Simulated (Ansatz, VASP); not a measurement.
**GaN: VASP beside Ansatz**

POSCAR

```
GaN
1.0
    3.1830984305      0.0000000000      0.0000000000
   -1.5915492153      2.7566441035      0.0000000000
    0.0000000000      0.0000000000      5.1835962410
Ga N
2 2
Direct
    0.3333333333      0.6666666667     -0.0008898953
    0.6666666667      0.3333333333      0.4991101047
    0.3333333333      0.6666666667      0.3758898953
    0.6666666667      0.3333333333      0.8758898953
```

File INCAR.step1:

```
SYSTEM = GaN
PREC = Accurate ; ENCUT = 520
ISMEAR = 0 ; SIGMA = 0.02
LREAL = .FALSE. ; LASPH = .TRUE.
NELM = 60 ; NBANDS = 26
GGA = PE ; ALGO = Normal
EDIFF = 1E-4 ; LWAVE = .TRUE.
LCHARG = .FALSE.
```

Contents of INCAR.step2:

```
SYSTEM = GaN
PREC = Accurate ; ENCUT = 520
EDIFF = 1E-7 ; ISMEAR = 0
SIGMA = 0.02 ; LREAL = .FALSE.
LASPH = .TRUE. ; NELM = 60
ALGO = Normal ; ISIF = 2
LWAVE = .FALSE. ; LCHARG = .FALSE.
METAGGA = R2SCAN ; LMIXTAU = .TRUE.
NBANDS = 26 ; ISTART = 1
```

KPOINTS

```
regular mesh
0
G
  12 12 6
  0 0 0
```

Input for Ansatz:

```yaml
crystal:
  lattice:
    - [3.1830984305, 0.0, 0.0]
    - [-1.5915492153, 2.7566441035, 0.0]
    - [0.0, 0.0, 5.183596241]
  atoms:
    - { symbol: Ga, position: [0.3333333333, 0.6666666667, -0.0008898953] }
    - { symbol: Ga, position: [0.6666666667, 0.3333333333, 0.4991101047] }
    - { symbol: "N", position: [0.3333333333, 0.6666666667, 0.3758898953] }
    - { symbol: "N", position: [0.6666666667, 0.3333333333, 0.8758898953] }
basis:
  ecutwfc: 500
kpoints:
  mp_grid: { grid: [12, 12, 6] }
  band_path: { path: [VBM, CBM], npoints: 2 }
hamiltonian:
  xc: r2scan
scf:
  occupations: { method: gaussian, width: 0.02 }
output:
  forces: true
  stress: true
  eigenvalues: true
```

Alike in both runs: task single point; functional r2SCAN; k mesh 12 × 12 × 6; occupations gaussian, width 0.02 eV; no spin polarisation.

|  | VASP | Ansatz |
| --- | --- | --- |
| version | VASP 6.6.1 | Ansatz 0.2.0 |
| potentials or method | VASP PAW PBE potentials, release 64 (Ga_d, N), cutoff 520 eV | scalar-relativistic, plane waves, PAW |
| valence electrons in the cell | 36 | 36 |

Ansatz gave:

```
gap on the k mesh at the Fermi level (eV)                     : 2.35
least direct gap on the mesh (eV)                             : 2.35
pressure (GPa)                                                : 0.0
traceless stress, the component that is largest in VASP (GPa) : 0.00
rms of the force components (eV/Å)                            : 0.000
```

Q: Which values does VASP return?

A: gap on the k mesh at the Fermi level (eV): 2.34; least direct gap on the mesh (eV): 2.34; pressure (GPa): 1.1; traceless stress, the component that is largest in VASP (GPa): -0.09; rms of the force components (eV/Å): 0.003.

VASP's potentials were made for PBE, not for r2SCAN. Atom by atom the forces differ by 0.003 eV/Å (rms over components).
